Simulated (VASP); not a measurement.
## CoO: single point with PBEsol+U

CoO:

```
CELL_PARAMETERS angstrom
0.00000 2.17448 2.17448
2.17448 0.00000 2.17448
2.17448 2.17448 0.00000
ATOMIC_POSITIONS crystal
Co 0.00000 0.00000 0.00000
O 0.25000 0.25000 0.25000
```

```yaml
Program: VASP 6.6.1
Task: single point
Functional: PBEsol
Potentials_or_basis: VASP PAW PBE potentials, release 64 (Co, O)
Cutoff: 520 eV
k_mesh: 16 × 16 × 16
Occupations: gaussian, width 0.05 eV
Spin: collinear spin, ferromagnetic start
Starting_moments: "[3.0, 0.0] μB"
Hubbard_terms: Co d U = 3.0 eV
Dipole_correction: no
Further_INCAR_settings: ALGO = Normal; EDIFF = 1e-06; NBANDS = 18
```

```json
{
 "Pressure": "21.9 GPa",
 "Net moment": "2.93 μB per cell",
 "Site moments": "Co +2.59; O +0.23 μB",
 "Valence electrons inside the program's atomic spheres": "Co 8.27; O 5.06"
}
```

Levels at points of the mesh, in eV from the Fermi level:
Spin up:
```csv
k point,band 5,band 6,band 7,band 8,band 9,band 10,band 11,band 12,band 13,band 14
"(0.00, 0.00, 0.00)",-3.31,-3.31,0.18,0.18,0.18,0.46,15.09,15.09,15.09,20.65
"(0.50, 0.00, 0.00)",-3.72,-3.30,-3.30,-0.80,-0.80,6.29,7.51,14.13,14.13,18.36
"(0.50, 0.50, 0.00)",-4.53,-2.93,-2.58,-2.58,-2.13,5.16,10.80,11.81,15.37,15.37
```
Spin down:
| k point | band 3 | band 4 | band 5 | band 6 | band 7 | band 8 | band 9 | band 10 |
| --- | --- | --- | --- | --- | --- | --- | --- | --- |
| (0.00, 0.00, 0.00) | -4.86 | -4.86 | -1.55 | -1.55 | 1.17 | 4.08 | 4.08 | 4.08 |
| (0.50, 0.00, 0.00) | -4.88 | -4.88 | -1.03 | -1.03 | 1.42 | 3.02 | 3.02 | 6.88 |
| (0.50, 0.50, 0.00) | -4.48 | -4.48 | -1.11 | -0.60 | -0.10 | 2.27 | 2.27 | 7.37 |

Eigenvalues of the final occupation matrices:
```tsv
site	spin	trace	eigenvalues
site 1 d	1	4.92	0.97 0.97 0.99 0.99 0.99
site 1 d	2	2.41	0.19 0.19 0.19 0.93 0.93
```

It took 74 s on 1 thread of Intel Xeon 6975P-C, on a shared host, peak memory 0.21 GiB.

Caveat: the PAW data sets were made with another functional, which shifts forces and pressure a little; a cell with one magnetic atom can't hold antiferromagnetic order, which such compounds often take. The state reached can hang on the start; a lower one may exist.
